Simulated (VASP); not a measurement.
# Cu (Fm-3m) in VASP: a series of runs

Runs on Cu. Level: r2SCAN. Tasks: single point.

Program: VASP 6.6.1. These are calculated values, not measurements. Logs are shortened: lines on timing, memory, paths and dates and some standing lists are left out, and cuts for length are marked.

**1. The cell of the first run**

It takes space group Fm-3m (No. 225, cubic). Conventional cell: a = 3.615 Å, b = 3.615 Å, c = 3.615 Å, α = 90.00°, β = 90.00°, γ = 90.00°. Cu (site symmetry m-3m) has 12 Cu at 2.56 Å within 3.4 Å.

**2. Single point, r2SCAN**

POSCAR

```
Cu
1.0
    0.0000000000      1.8075000000      1.8075000000
    1.8075000000      0.0000000000      1.8075000000
    1.8075000000      1.8075000000      0.0000000000
Cu
1
Direct
    0.0000000000      0.0000000000      0.0000000000
```

INCAR.step1

```
SYSTEM = Cu
  PREC = Accurate
  ENCUT = 520
  ISMEAR = 1
  SIGMA = 0.1
  LREAL = .FALSE.
  LASPH = .TRUE.
  NELM = 80
  NBANDS = 12
  GGA = PE
  ALGO = Normal
  EDIFF = 1E-4
  LWAVE = .TRUE.
  LCHARG = .FALSE.
```

INCAR.step2

```
SYSTEM = Cu
  PREC = Accurate
  ENCUT = 520
  EDIFF = 1E-6
  ISMEAR = 1
  SIGMA = 0.1
  LREAL = .FALSE.
  LASPH = .TRUE.
  NELM = 80
  ALGO = Normal
  ISIF = 2
  LWAVE = .FALSE.
  LCHARG = .FALSE.
  METAGGA = R2SCAN
  LMIXTAU = .TRUE.
  NBANDS = 12
  ISTART = 1
```

KPOINTS

```
regular mesh
0
G
  11 11 11
  0 0 0
```

Potentials or basis: VASP PAW PBE potentials, release 64 (Cu).

The run is started by

```console
cat potpaw_PBE.64/Cu/POTCAR > POTCAR
cp INCAR.step1 INCAR
mpirun -np 1 vasp_std > vasp.out
cp INCAR.step2 INCAR
mpirun -np 1 vasp_std > vasp.out
```

OUTCAR:

```text
SYSTEM = Cu
   PREC = Accurate
   ENCUT = 520
   EDIFF = 1E-6
   ISMEAR = 1
   LREAL = .FALSE.
   LASPH = .TRUE.
   NELM = 80
   ISIF = 2
   METAGGA = R2SCAN
   ISTART = 1

 ion  position               nearest neighbor table
   1  0.000  0.000  0.000-

  LATTYP: Found a face centered cubic cell.
 ALAT       =     3.6150000000

  Lattice vectors:

 A1 = (   0.0000000000,   1.8075000000,   1.8075000000)
 A2 = (   1.8075000000,   0.0000000000,   1.8075000000)
 A3 = (   1.8075000000,   1.8075000000,   0.0000000000)

Analysis of symmetry for initial positions (statically):
=====================================================================
 Subroutine PRICEL returns:
 Original cell was already a primitive cell.

 Routine SETGRP: Setting up the symmetry group for a
 face centered cubic supercell.

 Subroutine GETGRP returns: Found 48 space group operations
 (whereof 48 operations were pure point group operations)
 out of a pool of 48 trial point group operations.

The static configuration has the point symmetry O_h .

Analysis of symmetry for dynamics (positions and initial velocities):
=====================================================================
 Subroutine PRICEL returns:
 Original cell was already a primitive cell.

 Routine SETGRP: Setting up the symmetry group for a
 face centered cubic supercell.

 Subroutine GETGRP returns: Found 48 space group operations
 (whereof 48 operations were pure point group operations)
 out of a pool of 48 trial point group operations.

The dynamic configuration has the point symmetry O_h .

 Subroutine INISYM returns: Found 48 space group operations
 (whereof 48 operations are pure point group operations),
 and found     1 'primitive' translations

----------------------------------------------------------------------------------------

                                     Primitive cell

  volume of cell :      11.8104

  direct lattice vectors                    reciprocal lattice vectors
     0.000000000  1.807500000  1.807500000    -0.276625173  0.276625173  0.276625173
     1.807500000  0.000000000  1.807500000     0.276625173 -0.276625173  0.276625173
     1.807500000  1.807500000  0.000000000     0.276625173  0.276625173 -0.276625173

  length of vectors
     2.556191014  2.556191014  2.556191014     0.479128854  0.479128854  0.479128854

  position of ions in fractional coordinates (direct lattice)
     0.000000000  0.000000000  0.000000000

  ion indices of the primitive-cell ions
   primitive index   ion index
                 1           1

----------------------------------------------------------------------------------------

 KPOINTS: regular mesh

Automatic generation of k-mesh.
 Grid dimensions read from file:
 generate k-points for:   11   11   11

 Generating k-lattice:

  Cartesian coordinates                     Fractional coordinates (reciprocal lattice)
    -0.025147743  0.025147743  0.025147743     0.090909091  0.000000000  0.000000000
     0.025147743 -0.025147743  0.025147743     0.000000000  0.090909091  0.000000000
     0.025147743  0.025147743 -0.025147743     0.000000000  0.000000000  0.090909091

  Length of vectors
     0.043557169  0.043557169  0.043557169

  Shift w.r.t. Gamma in fractional coordinates (k-lattice)
     0.000000000  0.000000000  0.000000000

 Subroutine IBZKPT returns following result:
 ===========================================

 Found     56 irreducible k-points:

 Following reciprocal coordinates:
            Coordinates               Weight
  0.000000  0.000000  0.000000      1.000000
  0.090909  0.000000  0.000000      8.000000
  0.181818  0.000000  0.000000      8.000000
  0.272727  0.000000  0.000000      8.000000
  0.363636  0.000000  0.000000      8.000000
  0.454545  0.000000  0.000000      8.000000
[... 16 lines left out ...]
 -0.272727  0.181818  0.000000     24.000000
 -0.181818  0.181818  0.000000     12.000000
 [... further k-points ...]
   k-points           NKPTS =     56   k-points in BZ     NKDIM =     56   number of bands    NBANDS=     12
   number of dos      NEDOS =    301   number of ions     NIONS =      1
   total plane-waves  NPLWV =   8000
   dimension x,y,z NGX =    20 NGY =   20 NGZ =   20
   dimension x,y,z NGXF=    40 NGYF=   40 NGZF=   40
   ions per type =               1
   NGX,Y,Z   is equivalent  to a cutoff of  13.01, 13.01, 13.01 a.u.
   NGXF,Y,Z  is equivalent  to a cutoff of  26.01, 26.01, 26.01 a.u.
 SYSTEM =  Cu
   PREC   = accura    normal or accurate (medium, high low for compatibility)
   ISTART =      1    job   : 0-new  1-cont  2-samecut
   ICHARG =      0    charge: 1-file 2-atom 10-const
   ISPIN  =      1    spin polarized calculation?
   LNONCOLLINEAR =      F non collinear calculations
   LSORBIT =      F    spin-orbit coupling
   LASPH  =      T    aspherical Exc in radial PAW
   ENCUT  =  520.0 eV  38.22 Ry    6.18 a.u.   4.75  4.75  4.75*2*pi/ulx,y,z
   NELM   =     80;   NELMIN=  2; NELMDL=  0     # of ELM steps
   EDIFF  = 0.1E-05   stopping-criterion for ELM
   LREAL  =      F    real-space projection
   EDIFFG = 0.1E-04   stopping-criterion for IOM
   NSW    =      0    number of steps for IOM
   IBRION =     -1    ionic relax: 0-MD 1-quasi-New 2-CG
   NFREE  =      0    steps in history (QN), initial steepest desc. (CG)
   ISIF   =      2    stress and relaxation
   ISYM   =      2    0-nonsym 1-usesym 2-fastsym
   POTIM  = 0.5000    time-step for ionic-motion
   TEBEG  =    0.0;   TEEND  =   0.0 temperature during run
   PSTRESS=    0.0 pullay stress
   NELECT =      11.0000    total number of electrons
   NUPDOWN=      -1.0000    fix difference up-down
   EMIN   =  10.00;   EMAX   =-10.00  energy-range for DOS
   EFERMI =   0.00;   METHOD = LEGACY
   ISMEAR =     1;   SIGMA  =   0.10  broadening in eV -4-tet -1-fermi 0-gaus
   EFERMI_NEDOS =   21; number of points for ismear=-14 and -15
   IALGO  =     38    algorithm
   IMIX   =      4    mixing-type and parameters
     AMIX     =   0.40;   BMIX     =  1.00
     AMIX_MAG =   1.60;   BMIX_MAG =  1.00
  volume/ion in A,a.u.               =      11.81        79.70
  Fermi-wavevector in a.u.,A,eV,Ry     =   1.598763  3.021224 34.777078  2.556043
  Thomas-Fermi vector in A             =   2.696162
   LORBIT       =      0    0 simple, 1 ext, 2 COOP (PROOUT), +10 PAW based schemes
   METAGGA = R2SCAN    functional components
   LHFCALC =     F    Hartree Fock is set to
   AEXX    =    0.0000 exact exchange contribution
   IVDW    =     0    specifies the selected vdW correction
   LEPSILON=     F    determine dielectric tensor
   LRPA    =     F    only Hartree local field effects (RPA)
 non-spin polarized calculation
 Methfessel and Paxton  Order N= 1 SIGMA  =   0.10
  energy-cutoff  :      520.00
  volume of cell :       11.81
 maximum number of plane-waves:       331
   NGX =  9   NGY =  9   NGZ =  9

 number of electron      11.0000001 magnetization

 Free energy of the ion-electron system (eV)
  ---------------------------------------------------
  ext. energy  EPLUGINS =         0.00000000
  ---------------------------------------------------
  free energy    TOTEN  =       -10.82831440 eV

  energy without entropy =      -10.82873808  energy(sigma->0) =      -10.82845563

 E-fermi :   7.4344     XC(G=0): -13.7464

 val. band max:        7.3508475325   @ k =   0.4545   0.2727   0.0000
 cond. band min:       7.6188441398   @ k =   0.4545   0.3636   0.0000
 fundamental gap:      0.2679966073
 Fermi energy:         7.4343934824

 k-point     1 :       0.0000    0.0000    0.0000
  band No.  band energies     occupation
      1      -2.2721      2.00000
      2       4.2572      2.00000
      3       4.2572      2.00000
      4       4.2572      2.00000
      5       5.0716      2.00000
      6       5.0716      2.00000
      7      30.7794      0.00000
      8      33.8127      0.00000
      9      33.8127      0.00000
     10      33.8131      0.00000
     11      36.1953      0.00000
     12      36.1954      0.00000

 k-point     2 :       0.0909    0.0000    0.0000
  band No.  band energies     occupation
      1      -1.9604      2.00000
      2       4.1932      2.00000
      3       4.3121      2.00000
      4       4.3122      2.00000
      5       5.0515      2.00000
      6       5.0516      2.00000
      7      28.7224      0.00000
      8      31.7536      0.00000
      9      32.9493      0.00000
     10      32.9495      0.00000
     11      37.4831      0.00000
     12      37.4832      0.00000

 k-point     3 :       0.1818    0.0000    0.0000
  band No.  band energies     occupation
      1      -1.0566      2.00000
      2       4.0519      2.00000
      3       4.4079      2.00000
      4       4.4081      2.00000
      5       5.0557      2.00000
      6       5.0558      2.00000
      7      23.9242      0.00000
      8      31.2175      0.00000
      9      31.8506      0.00000
     10      31.8507      0.00000
     11      38.1993      0.00000
     12      38.6033      0.00000
[... 286 lines left out ...]
 k-point    23 :      -0.2727    0.1818    0.0000
  band No.  band energies     occupation
      1       2.0323      2.00000
      2       3.8012      2.00000
      3       4.0941      2.00000
      4       4.6210      2.00000
      5       5.0882      2.00000
      6       6.4535      2.00000
      7      17.2449      0.00000
      8      21.4519      0.00000
      9      30.1566      0.00000
     10      30.6470      0.00000
     11      37.4760      0.00000
     12      37.7886      0.00000

 k-point    24 :      -0.1818    0.1818    0.0000
  band No.  band energies     occupation
      1       0.7618      2.00000
      2       3.7779      2.00000
      3       4.3046      2.00000
      4       4.7470      2.00000
      5       4.7569      2.00000
      6       5.7346      2.00000
      7      21.2802      0.00000
      8      22.1453      0.00000
      9      32.4694      0.00000
     10      32.8109      0.00000
     11      35.7322      0.00000
     12      38.0083      0.00000

 [... further k-points ...]
[... 5 lines left out ...]
  --------------------------------------------------------------------------------------
  -------------------------------------------------------------------------------------
  Total       -0.3417053     -0.3417053     -0.3417053      0.0000000     -0.0000000      0.0000000
  in kB      -46.3550801    -46.3550801    -46.3550801      0.0000000     -0.0000000      0.0000000
  external PRESSURE =     -46.3550801 kB  Pullay stress =       0.0000000 kB

 VOLUME and BASIS-vectors are now :
 -----------------------------------------------------------------------------
  energy-cutoff  :      520.00
  volume of cell :       11.81
      direct lattice vectors                 reciprocal lattice vectors
     0.000000000  1.807500000  1.807500000    -0.276625173  0.276625173  0.276625173
     1.807500000  0.000000000  1.807500000     0.276625173 -0.276625173  0.276625173
     1.807500000  1.807500000  0.000000000     0.276625173  0.276625173 -0.276625173

 POSITION                                       TOTAL-FORCE (eV/Angst)
 -----------------------------------------------------------------------------------
      0.00000      0.00000      0.00000         0.000000      0.000000      0.000000
 -----------------------------------------------------------------------------------
    total drift:                               -0.000000     -0.000000     -0.000000

  FREE ENERGIE OF THE ION-ELECTRON SYSTEM (eV)
  ---------------------------------------------------
  free  energy   TOTEN  =       -10.8283144021 eV

  energy  without entropy=      -10.8287380821  energy(sigma->0) =      -10.82845563
```

It took 52 s on 1 thread of AMD EPYC 7R43 (Zen 3), shared host; peak memory 0.09 GiB.

What came out:

- Free energy: -10.8283 eV
- Pressure: -4.6 GPa

Levels at points of the mesh, in eV from the Fermi level:
```
           k point  band 4  band 5  band 6  band 7  band 8  band 9
(0.00, 0.00, 0.00)   -3.18   -2.36   -2.36   23.35   26.38   26.38
```

Caveat: the PAW data sets were made with another functional, which shifts forces and pressure a little.

**3. Single point, r2SCAN**

POSCAR is that of step 2.

INCAR.step1

```
SYSTEM = Cu
PREC     = Accurate       ! precision mode
ENCUT    = 520            ! plane-wave cutoff, eV
ISMEAR   = 1              ! smearing method
SIGMA    = 0.1            ! smearing width, eV
LREAL    = .FALSE.        ! projectors in reciprocal space
LASPH    = .TRUE.         ! aspherical terms in the spheres
NELM     = 100            ! most SCF steps
NBANDS   = 12             ! bands
GGA      = PE             ! functional
ALGO     = Normal         ! electronic algorithm
EDIFF    = 1E-4           ! SCF threshold, eV
LWAVE    = .TRUE.         ! write WAVECAR
LCHARG   = .FALSE.        ! write CHGCAR
```

INCAR.step2

```
SYSTEM = Cu
PREC     = Accurate       ! precision mode
ENCUT    = 520            ! plane-wave cutoff, eV
EDIFF    = 1E-7           ! SCF threshold, eV
ISMEAR   = 1              ! smearing method
SIGMA    = 0.1            ! smearing width, eV
LREAL    = .FALSE.        ! projectors in reciprocal space
LASPH    = .TRUE.         ! aspherical terms in the spheres
NELM     = 100            ! most SCF steps
ALGO     = Normal         ! electronic algorithm
ISIF     = 2              ! what is computed and relaxed
LWAVE    = .FALSE.        ! write WAVECAR
LCHARG   = .FALSE.        ! write CHGCAR
METAGGA  = R2SCAN         ! meta-GGA
LMIXTAU  = .TRUE.       
NBANDS   = 12             ! bands
ISTART   = 1
```

KPOINTS

```
regular mesh
0
G
  13 13 13
  0 0 0
```

Potentials or basis: VASP PAW PBE potentials, release 64 (Cu).

The run is started by

```console
cat potpaw_PBE.64/Cu/POTCAR > POTCAR
cp INCAR.step1 INCAR
mpirun -np 1 vasp_std > vasp.out
cp INCAR.step2 INCAR
mpirun -np 1 vasp_std > vasp.out
```

Run time: 82 s. Hardware: 1 thread of AMD EPYC 7R43 (Zen 3), shared host; peak memory 0.1 GiB.

It converged, with:

- Free energy: -10.8229 eV
- Pressure: -4.3 GPa

Levels at points of the mesh, in eV from the Fermi level:
| k point | band 4 | band 5 | band 6 | band 7 | band 8 | band 9 |
| --- | --- | --- | --- | --- | --- | --- |
| (0.00, 0.00, 0.00) | -3.36 | -2.54 | -2.54 | 23.16 | 26.20 | 26.20 |

Caveat: the PAW data sets were made with another functional, which shifts forces and pressure a little.
